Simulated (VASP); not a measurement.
Write the native input for VASP 6.6.1 that does the following.

```
Task                   : single point
Functional             : r2SCAN
Potentials or basis    : VASP PAW PBE potentials, release 64 (P, Ga_d, As)
Cutoff                 : 520 eV
k mesh                 : 8 × 8 × 8
Occupations            : gaussian, width 0.01 eV
Spin                   : no spin polarisation
Dipole correction      : no
Further INCAR settings : ALGO = Normal; EDIFF = 1e-06; NBANDS = 36
```

Crystal: Ga3AsP2.

```xyz
6
Lattice="-1.9520 5.8562 2.7608 1.9520 -5.8562 2.7608 1.9520 5.8562 -2.7608" Properties=species:S:1:pos:R:3 pbc="T T T"
P     0.0000    3.8954    0.0018
P     0.0000    7.8170    0.0018
Ga    1.9520    3.8532    1.3494
Ga    0.0000    2.0031    4.1102
Ga    1.9520    0.0000    1.4430
As    0.0000    0.0000   -0.0043
```

One way to write it, as run:

POSCAR

```
Ga3AsP2
1.0
   -1.9520172128      5.8562300915      2.7607697518
    1.9520172128     -5.8562300915      2.7607697518
    1.9520172128      5.8562300915     -2.7607697518
P Ga As
2 3 1
Direct
    0.3329121609      0.0003232397      0.3325889212
    0.6677343185      0.0003232397      0.6674110788
    0.5733770216      0.7443968153      0.8289802063
    0.9154166090      0.7443968153      0.1710197937
    0.2613419616      0.7613419616      0.5000000000
   -0.0007820714     -0.0007820714      0.0000000000
```

INCAR.step1

```
  PREC = Accurate
  ENCUT = 520
  ISMEAR = 0
  SIGMA = 0.01
  LREAL = F
  LASPH = T
  NELM = 100
  NBANDS = 36
  GGA = PE
  ALGO = Normal
  EDIFF = 1E-4
  LWAVE = T
  LCHARG = F
```

INCAR.step2

```
  PREC = Accurate
  ENCUT = 520
  EDIFF = 1E-6
  ISMEAR = 0
  SIGMA = 0.01
  LREAL = F
  LASPH = T
  NELM = 100
  ALGO = Normal
  ISIF = 2
  LWAVE = F
  LCHARG = F
  METAGGA = R2SCAN
  LMIXTAU = T
  NBANDS = 36
  ISTART = 1
```

KPOINTS

```
regular mesh
0
Gamma
  8 8 8
```

Potentials or basis: VASP PAW PBE potentials, release 64 (P, Ga_d, As).

Launch:

```sh
$ cat potpaw_PBE.64/P/POTCAR potpaw_PBE.64/Ga_d/POTCAR potpaw_PBE.64/As/POTCAR > POTCAR
$ cp INCAR.step1 INCAR
$ mpirun -np 1 vasp_std > vasp.out
$ cp INCAR.step2 INCAR
$ mpirun -np 1 vasp_std > vasp.out
```

It gave:

The pressure is 0.0 GPa, the largest force is 0.012 eV/Å and the band gap on the k mesh is 1.74 eV (least direct gap 1.82 eV).

Caveat: the PAW data sets were made with another functional, which shifts forces and pressure a little.

It took 25 min on 1 thread of AMD EPYC 9R45 96-Core Processor (Zen 5), with other jobs on the host, peak memory 0.6 GiB.
